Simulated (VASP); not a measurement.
# In2O3 (R-3c) in VASP: single point with PBE

Aim: the single point of In2O3 with PBE.

All numbers are computed with VASP 6.6.1; they aren't measurements. Logs are shortened: lines on timing, memory, paths and dates and some standing lists are left out, and cuts for length are marked.

## (1) The cell of the first run

The structure is trigonal, space group R-3c (No. 167). The conventional cell has a = 5.575 Å, b = 5.575 Å, c = 14.757 Å, α = 90.00°, β = 90.00°, γ = 120.00°. In (site symmetry 3) has 6 O at 2.16 to 2.29 Å within 2.9 Å. Within 3.0 Å of O (site symmetry 2) lie 4 In at 2.16 to 2.29 Å and 4 O at 2.86 to 2.98 Å.

## (2) Single point, PBE

File INCAR:

```
ALGO = Normal
EDIFF = 1E-6
ENCUT = 520
GGA = PE
ISIF = 2
ISMEAR = 0
LASPH = T
LCHARG = F
LREAL = Auto
LWAVE = F
NBANDS = 202
NELM = 60
PREC = Accurate
SIGMA = 0.01
```

File KPOINTS:

```
Automatic mesh
0
Gamma
  2 2 2
  0.5 0.5 0.5
```

File POSCAR:

```
In2O3
1.0
   -5.5752353330     -3.2188636203      4.9190313857
    5.5752353330     -3.2188636203      4.9190313857
    0.0000000000      6.4377272406      4.9190313857
In O
16 24
Direct
    0.6427970982      0.6427970982      0.6427970982
    0.1427970982      0.1427970982      0.6427970982
    0.1427970982      0.6427970982      0.1427970982
    0.6427970982      0.1427970982      0.1427970982
    0.8572029018      0.8572029018      0.8572029018
    0.3572029018      0.3572029018      0.8572029018
    0.3572029018      0.8572029018      0.3572029018
    0.8572029018      0.3572029018      0.3572029018
    0.3572029018      0.3572029018      0.3572029018
    0.8572029018      0.8572029018      0.3572029018
    0.8572029018      0.3572029018      0.8572029018
    0.3572029018      0.8572029018      0.8572029018
    0.1427970982      0.1427970982      0.1427970982
    0.6427970982      0.6427970982      0.1427970982
    0.6427970982      0.1427970982      0.6427970982
    0.1427970982      0.6427970982      0.6427970982
    0.6017163989      0.2500000000      0.3982836011
    0.1017163989      0.7500000000      0.3982836011
    0.1017163989      0.2500000000      0.8982836011
    0.6017163989      0.7500000000      0.8982836011
    0.2500000000      0.3982836011      0.6017163989
    0.7500000000      0.8982836011      0.6017163989
    0.7500000000      0.3982836011      0.1017163989
    0.2500000000      0.8982836011      0.1017163989
    0.3982836011      0.6017163989      0.2500000000
    0.8982836011      0.1017163989      0.2500000000
    0.8982836011      0.6017163989      0.7500000000
    0.3982836011      0.1017163989      0.7500000000
    0.3982836011      0.7500000000      0.6017163989
    0.8982836011      0.2500000000      0.6017163989
    0.8982836011      0.7500000000      0.1017163989
    0.3982836011      0.2500000000      0.1017163989
    0.6017163989      0.3982836011      0.7500000000
    0.1017163989      0.8982836011      0.7500000000
    0.1017163989      0.3982836011      0.2500000000
    0.6017163989      0.8982836011      0.2500000000
    0.7500000000      0.6017163989      0.3982836011
    0.2500000000      0.1017163989      0.3982836011
    0.2500000000      0.6017163989      0.8982836011
    0.7500000000      0.1017163989      0.8982836011
```

Potentials or basis: VASP PAW PBE potentials, release 64 (In_d, O).

Command:

```
cat potpaw_PBE.64/In_d/POTCAR potpaw_PBE.64/O/POTCAR > POTCAR
mpirun -np 1 vasp_std > vasp.out
```

OUTCAR:

```text
EDIFF = 1E-6
   ENCUT = 520
   GGA = PE
   ISIF = 2
   ISMEAR = 0
   LASPH = T
   LREAL = Auto
   NELM = 60
   PREC = Accurate

 ion  position               nearest neighbor table
   1  0.643  0.643  0.643-  37 2.16  33 2.16  29 2.16  22 2.29  20 2.29  27 2.29   5 3.16  10 3.30
                            11 3.30  12 3.30   6 3.67   8 3.67   7 3.67
   2  0.143  0.143  0.643-  38 2.16  34 2.16  30 2.16  21 2.29  19 2.29  28 2.29   6 3.16   9 3.30
                            11 3.30  12 3.30   5 3.67   8 3.67   7 3.67
   3  0.143  0.643  0.143-  39 2.16  35 2.16  31 2.16  24 2.29  18 2.29  25 2.29   7 3.16  12 3.30
                            10 3.30   9 3.30   8 3.67   6 3.67   5 3.67
   4  0.643  0.143  0.143-  40 2.16  36 2.16  32 2.16  23 2.29  17 2.29  26 2.29   8 3.16  11 3.30
                            10 3.30   9 3.30   7 3.67   6 3.67   5 3.67
   5  0.857  0.857  0.857-  31 2.16  34 2.16  40 2.16  22 2.29  20 2.29  27 2.29   1 3.16  14 3.30
                            15 3.30  16 3.30   2 3.67   4 3.67   3 3.67
   6  0.357  0.357  0.857-  32 2.16  33 2.16  39 2.16  21 2.29  19 2.29  28 2.29   2 3.16  13 3.30
                            15 3.30  16 3.30   1 3.67   4 3.67   3 3.67
   7  0.357  0.857  0.357-  29 2.16  36 2.16  38 2.16  24 2.29  18 2.29  25 2.29   3 3.16  16 3.30
                            14 3.30  13 3.30   4 3.67   2 3.67   1 3.67
   8  0.857  0.357  0.357-  30 2.16  35 2.16  37 2.16  23 2.29  17 2.29  26 2.29   4 3.16  15 3.30
                            14 3.30  13 3.30   3 3.67   2 3.67   1 3.67
   9  0.357  0.357  0.357-  21 2.16  25 2.16  17 2.16  32 2.29  38 2.29  35 2.29  13 3.16   2 3.30
[... 37 lines left out ...]
  39  0.250  0.602  0.898-   3 2.16   6 2.16  12 2.29  16 2.29
  40  0.750  0.102  0.898-   4 2.16   5 2.16  11 2.29  15 2.29

  LATTYP: Found a trigonal (rhomboedric) cell.
 ALAT       =     8.1019258080
 COS(alpha) =     0.0529347981

  Lattice vectors:

 A1 = (  -5.5752353330,  -3.2188636203,   4.9190313857)
 A2 = (   5.5752353330,  -3.2188636203,   4.9190313857)
 A3 = (   0.0000000000,   6.4377272406,   4.9190313857)

Analysis of symmetry for initial positions (statically):
=====================================================================
 Subroutine PRICEL returns following result:

  LATTYP: Found a trigonal (rhomboedric) cell.
 ALAT       =     5.8786012605
 COS(alpha) =     0.5502735764

  Lattice vectors:

 A1 = (  -0.0000000000,  -3.2188636203,   4.9190313857)
 A2 = (   2.7876176665,   1.6094318102,   4.9190313857)
 A3 = (  -2.7876176665,   1.6094318102,   4.9190313857)

   4 primitive cells build up your supercell.

 Routine SETGRP: Setting up the symmetry group for a
 trigonal (rhombohedral) supercell.

 Subroutine GETGRP returns: Found 12 space group operations
 (whereof  6 operations were pure point group operations)
 out of a pool of 12 trial point group operations.

The static configuration has the point symmetry S_6 .
 The point group associated with its full space group is D_3d.

Analysis of symmetry for dynamics (positions and initial velocities):
=====================================================================
 Subroutine PRICEL returns following result:

  LATTYP: Found a trigonal (rhomboedric) cell.
 ALAT       =     5.8786012605
 COS(alpha) =     0.5502735764

  Lattice vectors:

 A1 = (  -0.0000000000,  -3.2188636203,   4.9190313857)
 A2 = (   2.7876176665,   1.6094318102,   4.9190313857)
 A3 = (  -2.7876176665,   1.6094318102,   4.9190313857)

   4 primitive cells build up your supercell.

 Routine SETGRP: Setting up the symmetry group for a
 trigonal (rhombohedral) supercell.

 Subroutine GETGRP returns: Found 12 space group operations
 (whereof  6 operations were pure point group operations)
 out of a pool of 12 trial point group operations.

The dynamic configuration has the point symmetry S_6 .
 The point group associated with its full space group is D_3d.

 Subroutine INISYM returns: Found 12 space group operations
 (whereof  6 operations are pure point group operations),
 and found     4 'primitive' translations

----------------------------------------------------------------------------------------

                                     Primitive cell

  volume of cell :     132.4148

  direct lattice vectors                    reciprocal lattice vectors
    -0.000000000 -3.218863620  4.919031386     0.000000000 -0.207112430  0.067764018
     2.787617666  1.609431810  4.919031386     0.179364626  0.103556215  0.067764018
    -2.787617667  1.609431810  4.919031386    -0.179364626  0.103556215  0.067764018

  length of vectors
     5.878601260  5.878601260  5.878601260     0.217916316  0.217916316  0.217916316

  position of ions in fractional coordinates (direct lattice)
     0.642797098  0.642797098  0.642797098
     0.857202902  0.857202902  0.857202902
     0.357202902  0.357202902  0.357202902
     0.142797098  0.142797098  0.142797098
     0.453432798  0.046567202  0.750000000
     0.046567202  0.750000000  0.453432798
     0.750000000  0.453432798  0.046567202
     0.546567202  0.953432798  0.250000000
     0.250000000  0.546567202  0.953432798
     0.953432798  0.250000000  0.546567202

  ion indices of the primitive-cell ions
   primitive index   ion index
                 1           1
                 2           5
                 3          12
                 4          16
                 5          20
                 6          22
                 7          27
                 8          29
                 9          33
                10          37

----------------------------------------------------------------------------------------

 KPOINTS: Automatic mesh

Automatic generation of k-mesh.
 Grid dimensions read from file:
 generate k-points for:    2    2    2

 Generating k-lattice:

  Cartesian coordinates                     Fractional coordinates (reciprocal lattice)
    -0.044841156 -0.025889054  0.033882009     0.500000000  0.000000000  0.000000000
     0.044841156 -0.025889054  0.033882009     0.000000000  0.500000000  0.000000000
     0.000000000  0.051778108  0.033882009     0.000000000  0.000000000  0.500000000

  Length of vectors
     0.061878615  0.061878615  0.061878615

  Shift w.r.t. Gamma in fractional coordinates (k-lattice)
     0.500000000  0.500000000  0.500000000

 Subroutine IBZKPT returns following result:
 ===========================================

 Found      2 irreducible k-points:

 Following reciprocal coordinates:
            Coordinates               Weight
  0.250000  0.250000  0.250000      2.000000
 -0.250000  0.250000  0.250000      6.000000
   k-points           NKPTS =      2   k-points in BZ     NKDIM =      2   number of bands    NBANDS=    202
   number of dos      NEDOS =    301   number of ions     NIONS =     40
   total plane-waves  NPLWV = 216000
   dimension x,y,z NGX =    60 NGY =   60 NGZ =   60
   dimension x,y,z NGXF=   120 NGYF=  120 NGZF=  120
   ions per type =              16  24
   NGX,Y,Z   is equivalent  to a cutoff of  12.31, 12.31, 12.31 a.u.
   NGXF,Y,Z  is equivalent  to a cutoff of  24.62, 24.62, 24.62 a.u.
 SYSTEM =  unknown system
   PREC   = accura    normal or accurate (medium, high low for compatibility)
   ISTART =      0    job   : 0-new  1-cont  2-samecut
   ICHARG =      2    charge: 1-file 2-atom 10-const
   ISPIN  =      1    spin polarized calculation?
   LNONCOLLINEAR =      F non collinear calculations
   LSORBIT =      F    spin-orbit coupling
   LASPH  =      T    aspherical Exc in radial PAW
   ENCUT  =  520.0 eV  38.22 Ry    6.18 a.u.  15.06 15.06 15.06*2*pi/ulx,y,z
   NELM   =     60;   NELMIN=  2; NELMDL= -5     # of ELM steps
   EDIFF  = 0.1E-05   stopping-criterion for ELM
   LREAL  =      T    real-space projection
   EDIFFG = 0.1E-04   stopping-criterion for IOM
   NSW    =      0    number of steps for IOM
   IBRION =     -1    ionic relax: 0-MD 1-quasi-New 2-CG
   NFREE  =      0    steps in history (QN), initial steepest desc. (CG)
   ISIF   =      2    stress and relaxation
   ISYM   =      2    0-nonsym 1-usesym 2-fastsym
   POTIM  = 0.5000    time-step for ionic-motion
   TEBEG  =    0.0;   TEEND  =   0.0 temperature during run
   PSTRESS=    0.0 pullay stress
   NELECT =     352.0000    total number of electrons
   NUPDOWN=      -1.0000    fix difference up-down
   EMIN   =  10.00;   EMAX   =-10.00  energy-range for DOS
   EFERMI =   0.00;   METHOD = LEGACY
   ISMEAR =     0;   SIGMA  =   0.01  broadening in eV -4-tet -1-fermi 0-gaus
   EFERMI_NEDOS =   21; number of points for ismear=-14 and -15
   IALGO  =     38    algorithm
   IMIX   =      4    mixing-type and parameters
     AMIX     =   0.40;   BMIX     =  1.00
     AMIX_MAG =   1.60;   BMIX_MAG =  1.00
  volume/ion in A,a.u.               =      13.24        89.36
  Fermi-wavevector in a.u.,A,eV,Ry     =   1.428642  2.699743 27.769748  2.041019
  Thomas-Fermi vector in A             =   2.548682
   LORBIT       =      0    0 simple, 1 ext, 2 COOP (PROOUT), +10 PAW based schemes
   GGA     = PE    functional components
   LHFCALC =     F    Hartree Fock is set to
   AEXX    =    0.0000 exact exchange contribution
   IVDW    =     0    specifies the selected vdW correction
   LEPSILON=     F    determine dielectric tensor
   LRPA    =     F    only Hartree local field effects (RPA)
 non-spin polarized calculation
 Gauss-broadening in eV      SIGMA  =   0.01
  energy-cutoff  :      520.00
  volume of cell :      529.66
 maximum number of plane-waves:     14286
   NGX = 31   NGY = 31   NGZ = 31

 number of electron     351.9999890 magnetization

 Free energy of the ion-electron system (eV)
  ---------------------------------------------------
  ext. energy  EPLUGINS =         0.00000000
  ---------------------------------------------------
  free energy    TOTEN  =      -221.94563651 eV

  energy without entropy =     -221.94563651  energy(sigma->0) =     -221.94563651

 E-fermi :   5.1024     XC(G=0): -10.9764

 val. band max:        5.0546595718   @ k =  -0.2500   0.2500   0.2500
 cond. band min:       7.4360323725   @ k =   0.2500   0.2500   0.2500
 fundamental gap:      2.3813728007
 Fermi energy:         5.1023873095

 k-point     1 :       0.2500    0.2500    0.2500
  band No.  band energies     occupation
      1     -12.1408      2.00000
      2     -11.8632      2.00000
      3     -11.8632      2.00000
      4     -11.8632      2.00000
      5     -11.6694      2.00000
      6     -11.6694      2.00000
[... 180 lines left out ...]
    187      10.4228      0.00000
    188      11.0890      0.00000

 k-point     2 :      -0.2500    0.2500    0.2500
  band No.  band energies     occupation
      1     -12.1316      2.00000
      2     -11.8757      2.00000
      3     -11.8725      2.00000
      4     -11.8725      2.00000
      5     -11.6629      2.00000
      6     -11.6590      2.00000
[... 180 lines left out ...]
    187      10.8050      0.00000
    188      10.8531      0.00000
 [bands above 188 left out]

------------------------ aborting loop because EDIFF is reached ----------------------------------------

  FORCE on cell =-STRESS in cart. coord.  units (eV):
  Direction    XX          YY          ZZ          XY          YZ          ZX
  --------------------------------------------------------------------------------------
  -------------------------------------------------------------------------------------
  Total        0.9222607      0.9222607      0.4585771      0.0000000      0.0000000     -0.0000000
  in kB        2.7897651      2.7897651      1.3871593      0.0000000      0.0000000     -0.0000000
  external PRESSURE =       2.3222299 kB  Pullay stress =       0.0000000 kB

 VOLUME and BASIS-vectors are now :
 -----------------------------------------------------------------------------
  energy-cutoff  :      520.00
  volume of cell :      529.66
      direct lattice vectors                 reciprocal lattice vectors
    -5.575235333 -3.218863620  4.919031386    -0.089682313 -0.051778108  0.067764018
     5.575235333 -3.218863620  4.919031386     0.089682313 -0.051778108  0.067764018
     0.000000000  6.437727241  4.919031386     0.000000000  0.103556215  0.067764018

 POSITION                                       TOTAL-FORCE (eV/Angst)
 -----------------------------------------------------------------------------------
      0.00000      0.00000      9.48582        -0.000000      0.000000      0.010866
      0.00000      3.21886      4.56679        -0.000000      0.000000      0.010866
      2.78762     -1.60943      4.56679        -0.000000      0.000000      0.010866
     -2.78762     -1.60943      4.56679        -0.000000      0.000000      0.010866
      0.00000      0.00000     12.64982        -0.000000      0.000000     -0.010866
      0.00000      3.21886      7.73079        -0.000000      0.000000     -0.010866
[... 32 lines left out ...]
      1.96090      3.04135      8.60830         0.006304     -0.010918     -0.000000
     -3.61433      3.04135      8.60830         0.006304     -0.010918     -0.000000
 -----------------------------------------------------------------------------------
    total drift:                                0.000000     -0.000000     -0.000000

  FREE ENERGIE OF THE ION-ELECTRON SYSTEM (eV)
  ---------------------------------------------------
  free  energy   TOTEN  =      -221.9456365149 eV

  energy  without entropy=     -221.9456365149  energy(sigma->0) =     -221.94563651
```

Run time: 8 min. Hardware: 1 thread of Intel Xeon Platinum 8375C at 2.90GHz (Ice Lake), shared host; peak memory 0.54 GiB.

What came out:

| Property | Result |
| --- | --- |
| Free energy | -221.9456 eV |
| Pressure | 0.2 GPa |
| Largest force | 0.013 eV/Å |
| Band gap on the k mesh | 2.38 eV |

Forces on the atoms (eV/Å):
```
In   0.000  0.000  0.011
In   0.000  0.000  0.011
In   0.000  0.000  0.011
In   0.000  0.000  0.011
In   0.000  0.000 -0.011
In   0.000  0.000 -0.011
In   0.000  0.000 -0.011
In   0.000  0.000 -0.011
In   0.000  0.000 -0.011
In   0.000  0.000 -0.011
In   0.000  0.000 -0.011
In   0.000  0.000 -0.011
In   0.000  0.000  0.011
In   0.000  0.000  0.011
In   0.000  0.000  0.011
In   0.000  0.000  0.011
O   -0.006 -0.011  0.000
O   -0.006 -0.011  0.000
O   -0.006 -0.011  0.000
O   -0.006 -0.011  0.000
O   -0.006  0.011  0.000
O   -0.006  0.011  0.000
O   -0.006  0.011  0.000
O   -0.006  0.011  0.000
O    0.013  0.000  0.000
O    0.013  0.000  0.000
O    0.013  0.000  0.000
O    0.013  0.000  0.000
O    0.006  0.011  0.000
O    0.006  0.011  0.000
O    0.006  0.011  0.000
O    0.006  0.011  0.000
O   -0.013  0.000  0.000
O   -0.013  0.000  0.000
O   -0.013  0.000  0.000
O   -0.013  0.000  0.000
O    0.006 -0.011  0.000
O    0.006 -0.011  0.000
O    0.006 -0.011  0.000
O    0.006 -0.011  0.000
```

Levels at points of the mesh, in eV from the valence-band top:
```tsv
k point	band 173	band 174	band 175	band 176	band 177	band 178	band 179	band 180
(0.25, 0.25, 0.25)	-0.15	-0.15	-0.07	-0.07	2.38	4.54	4.54	4.54
```

Caveat: spin-orbit coupling is left out, which moves the levels of the heavy elements; a shifted mesh leaves out Γ, where band edges can lie.
